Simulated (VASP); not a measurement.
# In (P6/mmm) in VASP: a series of runs

The runs below take In through single point, with revPBE.

Everything below comes from runs of VASP 6.6.1. Logs are shortened: lines on timing, memory, paths and dates and some standing lists are left out, and cuts for length are marked.

### 1 The cell of the first run

It takes space group P6/mmm (No. 191, hexagonal). The conventional cell has a = 5.292 Å, b = 5.292 Å, c = 3.286 Å, α = 90.00°, β = 90.00°, γ = 120.00°. In (site symmetry 6/mmm) has 14 In at 3.29 to 3.47 Å within 4.3 Å. In (site symmetry -6m2) has 11 In at 3.06 to 3.47 Å within 4.0 Å.

This isn't the form of In at room conditions, which is tetragonal.

### 2 Single point, revPBE (26.57 Å³/atom)

INCAR

```
SYSTEM = In
  PREC = Accurate
  ENCUT = 520
  EDIFF = 1E-6
  ISMEAR = -1
  SIGMA = 0.1
  LREAL = .False.
  LASPH = .True.
  NELM = 100
  ALGO = Normal
  ISIF = 2
  LWAVE = .False.
  LCHARG = .True.
  GGA = RE
  LELF = .True.
  LVHAR = .True.
  NBANDS = 26
```

KPOINTS

```
regular mesh
0
Gamma
  8 8 11
  0 0 0
```

POSCAR

```
In
1.0
    5.2921164108      0.0000000000      0.0000000000
   -2.6460582054      4.5831072515      0.0000000000
    0.0000000000      0.0000000000      3.2861305016
In
3
Direct
    0.0000000000      0.0000000000      0.0000000000
    0.3333333333      0.6666666667      0.5000000000
    0.6666666667      0.3333333333      0.5000000000
```

Potentials or basis: VASP PAW PBE potentials, release 64 (In_d).

Run with:

```
$ cat potpaw_PBE.64/In_d/POTCAR > POTCAR
$ mpirun -np 1 vasp_std > vasp.out
```

OUTCAR:

```text
SYSTEM = In
   PREC = Accurate
   ENCUT = 520
   EDIFF = 1E-6
   ISMEAR = -1
   LREAL = .False.
   LASPH = .True.
   NELM = 100
   ISIF = 2
   GGA = RE

 ion  position               nearest neighbor table
   1  0.000  0.000  0.000-   2 3.47   3 3.47   2 3.47   3 3.47   2 3.47   2 3.47   3 3.47   3 3.47
                             3 3.47   3 3.47   2 3.47   2 3.47
   2  0.333  0.667  0.500-   3 3.06   3 3.06   3 3.06   1 3.47   1 3.47   1 3.47   1 3.47   1 3.47
                             1 3.47
   3  0.667  0.333  0.500-   2 3.06   2 3.06   2 3.06   1 3.47   1 3.47   1 3.47   1 3.47   1 3.47
                             1 3.47

  LATTYP: Found a hexagonal cell.
 ALAT       =     5.2921164108
 C/A-ratio  =     0.6209482646

  Lattice vectors:

 A1 = (   5.2921164108,   0.0000000000,   0.0000000000)
 A2 = (  -2.6460582054,   4.5831072515,   0.0000000000)
 A3 = (   0.0000000000,   0.0000000000,   3.2861305016)

Analysis of symmetry for initial positions (statically):
=====================================================================
 Subroutine PRICEL returns:
 Original cell was already a primitive cell.

 Routine SETGRP: Setting up the symmetry group for a
 hexagonal supercell.

 Subroutine GETGRP returns: Found 24 space group operations
 (whereof 24 operations were pure point group operations)
 out of a pool of 24 trial point group operations.

The static configuration has the point symmetry D_6h.

Analysis of symmetry for dynamics (positions and initial velocities):
=====================================================================
 Subroutine PRICEL returns:
 Original cell was already a primitive cell.

 Routine SETGRP: Setting up the symmetry group for a
 hexagonal supercell.

 Subroutine GETGRP returns: Found 24 space group operations
 (whereof 24 operations were pure point group operations)
 out of a pool of 24 trial point group operations.

The dynamic configuration has the point symmetry D_6h.

 Subroutine INISYM returns: Found 24 space group operations
 (whereof 24 operations are pure point group operations),
 and found     1 'primitive' translations

----------------------------------------------------------------------------------------

                                     Primitive cell

  volume of cell :      79.7029

  direct lattice vectors                    reciprocal lattice vectors
     5.292116411  0.000000000  0.000000000     0.188960318  0.109096290  0.000000000
    -2.646058205  4.583107252  0.000000000     0.000000000  0.218192581  0.000000000
     0.000000000  0.000000000  3.286130502     0.000000000  0.000000000  0.304309278

  length of vectors
     5.292116411  5.292116411  3.286130502     0.218192581  0.218192581  0.304309278

  position of ions in fractional coordinates (direct lattice)
     0.000000000  0.000000000  0.000000000
     0.333333333  0.666666667  0.500000000
     0.666666667  0.333333333  0.500000000

  ion indices of the primitive-cell ions
   primitive index   ion index
                 1           1
                 2           2
                 3           3

----------------------------------------------------------------------------------------

 KPOINTS: regular mesh

Automatic generation of k-mesh.
 Grid dimensions read from file:
 generate k-points for:    8    8   11

 Generating k-lattice:

  Cartesian coordinates                     Fractional coordinates (reciprocal lattice)
     0.023620040  0.013637036  0.000000000     0.125000000 -0.000000000  0.000000000
     0.000000000  0.027274073  0.000000000     0.000000000  0.125000000  0.000000000
     0.000000000  0.000000000  0.027664480     0.000000000  0.000000000  0.090909091

  Length of vectors
     0.027274073  0.027274073  0.027664480

  Shift w.r.t. Gamma in fractional coordinates (k-lattice)
     0.000000000  0.000000000  0.000000000

 Subroutine IBZKPT returns following result:
 ===========================================

 Found     60 irreducible k-points:

 Following reciprocal coordinates:
            Coordinates               Weight
  0.000000  0.000000  0.000000      1.000000
  0.125000  0.000000  0.000000      6.000000
  0.250000  0.000000  0.000000      6.000000
  0.375000 -0.000000  0.000000      6.000000
  0.500000  0.000000  0.000000      3.000000
  0.125000  0.125000  0.000000      6.000000
[... 16 lines left out ...]
  0.250000  0.000000  0.181818     12.000000
  0.375000 -0.000000  0.181818     12.000000
 [... further k-points ...]
   k-points           NKPTS =     60   k-points in BZ     NKDIM =     60   number of bands    NBANDS=     26
   number of dos      NEDOS =    301   number of ions     NIONS =      3
   total plane-waves  NPLWV =  38400
   dimension x,y,z NGX =    40 NGY =   40 NGZ =   24
   dimension x,y,z NGXF=    80 NGYF=   80 NGZF=   48
   ions per type =               3
   NGX,Y,Z   is equivalent  to a cutoff of  12.57, 12.57, 12.14 a.u.
   NGXF,Y,Z  is equivalent  to a cutoff of  25.13, 25.13, 24.28 a.u.
 SYSTEM =  In
   PREC   = accura    normal or accurate (medium, high low for compatibility)
   ISTART =      0    job   : 0-new  1-cont  2-samecut
   ICHARG =      2    charge: 1-file 2-atom 10-const
   ISPIN  =      1    spin polarized calculation?
   LNONCOLLINEAR =      F non collinear calculations
   LSORBIT =      F    spin-orbit coupling
   LASPH  =      T    aspherical Exc in radial PAW
   ENCUT  =  520.0 eV  38.22 Ry    6.18 a.u.   9.84  9.84  6.11*2*pi/ulx,y,z
   NELM   =    100;   NELMIN=  2; NELMDL= -5     # of ELM steps
   EDIFF  = 0.1E-05   stopping-criterion for ELM
   LREAL  =      F    real-space projection
   EDIFFG = 0.1E-04   stopping-criterion for IOM
   NSW    =      0    number of steps for IOM
   IBRION =     -1    ionic relax: 0-MD 1-quasi-New 2-CG
   NFREE  =      0    steps in history (QN), initial steepest desc. (CG)
   ISIF   =      2    stress and relaxation
   ISYM   =      2    0-nonsym 1-usesym 2-fastsym
   POTIM  = 0.5000    time-step for ionic-motion
   TEBEG  =    0.0;   TEEND  =   0.0 temperature during run
   PSTRESS=    0.0 pullay stress
   NELECT =      39.0000    total number of electrons
   NUPDOWN=      -1.0000    fix difference up-down
   EMIN   =  10.00;   EMAX   =-10.00  energy-range for DOS
   EFERMI =   0.00;   METHOD = LEGACY
   ISMEAR =    -1;   SIGMA  =   0.10  broadening in eV -4-tet -1-fermi 0-gaus
   EFERMI_NEDOS =   21; number of points for ismear=-14 and -15
   IALGO  =     38    algorithm
   IMIX   =      4    mixing-type and parameters
     AMIX     =   0.40;   BMIX     =  1.00
     AMIX_MAG =   1.60;   BMIX_MAG =  1.00
  volume/ion in A,a.u.               =      26.57       179.29
  Fermi-wavevector in a.u.,A,eV,Ry     =   1.290045  2.437832 22.643045  1.664217
  Thomas-Fermi vector in A             =   2.421901
   LORBIT       =      0    0 simple, 1 ext, 2 COOP (PROOUT), +10 PAW based schemes
   GGA     = RE    functional components
   LHFCALC =     F    Hartree Fock is set to
   AEXX    =    0.0000 exact exchange contribution
   IVDW    =     0    specifies the selected vdW correction
   LEPSILON=     F    determine dielectric tensor
   LRPA    =     F    only Hartree local field effects (RPA)
 non-spin polarized calculation
  energy-cutoff  :      520.00
  volume of cell :       79.70
 maximum number of plane-waves:      2165
 NGX is ok and might be reduce to    40
   NGX = 19   NGY = 19   NGZ = 13

 number of electron      38.9999985 magnetization

 Free energy of the ion-electron system (eV)
  ---------------------------------------------------
  ext. energy  EPLUGINS =         0.00000000
  ---------------------------------------------------
  free energy    TOTEN  =        -6.65931845 eV

  energy without entropy =       -6.59751256  energy(sigma->0) =       -6.62841550

 E-fermi :   7.5092     XC(G=0): -10.1055

 val. band max:        7.5074663357   @ k =   0.2500   0.2500   0.0000
 cond. band min:       7.5366453013   @ k =   0.2500   0.0000   0.4545
 fundamental gap:      0.0291789656
 Fermi energy:         7.5092092310

 k-point     1 :       0.0000    0.0000    0.0000
  band No.  band energies     occupation
      1      -7.4616      2.00000
      2      -7.2373      2.00000
      3      -7.2350      2.00000
      4      -7.2350      2.00000
      5      -7.2026      2.00000
      6      -7.1189      2.00000
[... 18 lines left out ...]
     25      18.2782      0.00000
     26      18.3085      0.00000

 k-point     2 :       0.1250    0.0000    0.0000
  band No.  band energies     occupation
      1      -7.4544      2.00000
      2      -7.2735      2.00000
      3      -7.2612      2.00000
      4      -7.2417      2.00000
      5      -7.1894      2.00000
      6      -7.1405      2.00000
[... 18 lines left out ...]
     25      17.5118      0.00000
     26      17.7638      0.00000

 k-point     3 :       0.2500    0.0000    0.0000
  band No.  band energies     occupation
      1      -7.4362      2.00000
      2      -7.3336      2.00000
      3      -7.3065      2.00000
      4      -7.2551      2.00000
      5      -7.2014      2.00000
      6      -7.1667      2.00000
[... 18 lines left out ...]
     25      15.7404      0.00000
     26      16.1424      0.00000

 k-point     4 :       0.3750   -0.0000    0.0000
  band No.  band energies     occupation
      1      -7.4194      2.00000
      2      -7.3773      2.00000
      3      -7.3393      2.00000
      4      -7.2735      2.00000
      5      -7.2122      2.00000
      6      -7.1844      2.00000
[... 18 lines left out ...]
     25      14.1906      0.00000
     26      15.3237      0.00000

 k-point     5 :       0.5000    0.0000    0.0000
  band No.  band energies     occupation
      1      -7.4201      2.00000
      2      -7.3838      2.00000
      3      -7.3508      2.00000
      4      -7.2833      2.00000
      5      -7.2155      2.00000
      6      -7.1905      2.00000
[... 18 lines left out ...]
     25      14.1978      0.00000
     26      14.2065      0.00000

 k-point     6 :       0.1250    0.1250    0.0000
  band No.  band energies     occupation
      1      -7.4417      2.00000
      2      -7.3091      2.00000
      3      -7.3078      2.00000
      4      -7.2457      2.00000
      5      -7.1948      2.00000
      6      -7.1529      2.00000
[... 427 lines left out ...]
 k-point    21 :       0.0000    0.0000    0.1818
  band No.  band energies     occupation
      1      -7.3682      2.00000
      2      -7.2323      2.00000
      3      -7.2323      2.00000
      4      -7.2291      2.00000
      5      -7.2291      2.00000
      6      -7.1802      2.00000
[... 18 lines left out ...]
     25      15.0619      0.00000
     26      16.2183      0.00000

 k-point    22 :       0.1250    0.0000    0.1818
  band No.  band energies     occupation
      1      -7.3675      2.00000
      2      -7.2711      2.00000
      3      -7.2692      2.00000
      4      -7.2308      2.00000
      5      -7.2231      2.00000
      6      -7.1610      2.00000
[... 18 lines left out ...]
     25      14.5926      0.00000
     26      15.7154      0.00000

 k-point    23 :       0.2500    0.0000    0.1818
  band No.  band energies     occupation
      1      -7.3709      2.00000
      2      -7.3181      2.00000
      3      -7.3043      2.00000
      4      -7.2283      2.00000
      5      -7.2103      2.00000
      6      -7.1566      2.00000
[... 18 lines left out ...]
     25      14.0451      0.00000
     26      15.0700      0.00000

 k-point    24 :       0.3750   -0.0000    0.1818
  band No.  band energies     occupation
      1      -7.3834      2.00000
      2      -7.3489      2.00000
      3      -7.3146      2.00000
      4      -7.2218      2.00000
      5      -7.2085      2.00000
      6      -7.1461      2.00000
[... 18 lines left out ...]
     25      13.6968      0.00000
     26      13.8261      0.00000

 [... further k-points ...]
[... 5 lines left out ...]
  --------------------------------------------------------------------------------------
  -------------------------------------------------------------------------------------
  Total        1.6480745      1.6480745      1.4263387      0.0000000     -0.0000000      0.0000000
  in kB       33.1293727     33.1293727     28.6720693      0.0000000     -0.0000000      0.0000000
  external PRESSURE =      31.6436049 kB  Pullay stress =       0.0000000 kB

 VOLUME and BASIS-vectors are now :
 -----------------------------------------------------------------------------
  energy-cutoff  :      520.00
  volume of cell :       79.70
      direct lattice vectors                 reciprocal lattice vectors
     5.292116411  0.000000000  0.000000000     0.188960318  0.109096290  0.000000000
    -2.646058205  4.583107252  0.000000000     0.000000000  0.218192581  0.000000000
     0.000000000  0.000000000  3.286130502     0.000000000  0.000000000  0.304309278

 POSITION                                       TOTAL-FORCE (eV/Angst)
 -----------------------------------------------------------------------------------
      0.00000      0.00000      0.00000         0.000000      0.000000      0.000000
     -0.00000      3.05540      1.64307         0.000000      0.000000      0.000000
      2.64606      1.52770      1.64307        -0.000000     -0.000000      0.000000
 -----------------------------------------------------------------------------------
    total drift:                               -0.000000      0.000000      0.000000

  FREE ENERGIE OF THE ION-ELECTRON SYSTEM (eV)
  ---------------------------------------------------
  free  energy   TOTEN  =        -6.6593184533 eV

  energy  without entropy=       -6.5975125555  energy(sigma->0) =       -6.62841550
```

It took 58 s on 1 thread of Intel Xeon Platinum 8488C (Sapphire Rapids), shared host; peak memory 0.24 GiB.

Results:

```
Free energy            : -6.6593 eV
Pressure               : 3.2 GPa
Band gap on the k mesh : zero (an odd number of electrons rules out a gap without spin polarisation)
```

Stress tensor (GPa, compression positive):
```
3.31 0.00 0.00
0.00 3.31 0.00
0.00 0.00 2.87
```

Caveat: the cell stands under pressure; the PAW data sets were made with another functional, which shifts forces and pressure a little; spin-orbit coupling is left out, which moves the levels of the heavy elements.

[end of part 1 of 3]
